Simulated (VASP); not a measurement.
Al2Pt, 3 atoms in the cell. Symmetry: Fm-3m, No. 225, cubic system. Conventional cell: a = 5.890 Å, b = 5.890 Å, c = 5.890 Å, α = 90.00°, β = 90.00°, γ = 90.00°. Al (site symmetry -43m) has 4 Pt at 2.55 Å and 6 Al at 2.95 Å within 3.4 Å. Pt (site symmetry m-3m) has 8 Al at 2.55 Å within 3.4 Å.  This cell differs from its parent crystal: volume scaled by 0.99.

* Program: VASP 6.6.1
* Task: single point
* Functional: LDA
* Potentials or basis: VASP PAW LDA potentials, release 64 (Al, Pt)
* Cutoff: 520 eV
* k mesh: 12 × 12 × 12
* Occupations: fermi-dirac, width 0.08 eV
* Spin: no spin polarisation
* Dipole correction: no
* Further INCAR settings: ALGO = Normal; EDIFF = 1e-06; NBANDS = 15

Potentials or basis: VASP PAW LDA potentials, release 64 (Al, Pt).

The run is started by

```sh
$ cat potpaw_LDA.64/Al/POTCAR potpaw_LDA.64/Pt/POTCAR > POTCAR
$ mpirun -np 1 vasp_std > vasp.out
```

Hardware: 1 thread of Intel(R) Xeon(R) Platinum 8559C (Emerald Rapids), with other jobs on the host.

**Question.** Estimate the wall time of this run.

**Answer.** Wall time 22 s on 1 thread of Intel(R) Xeon(R) Platinum 8559C (Emerald Rapids) (shared host), peak memory 0.19 GiB. Counts: scf iterations 12, k points 72.
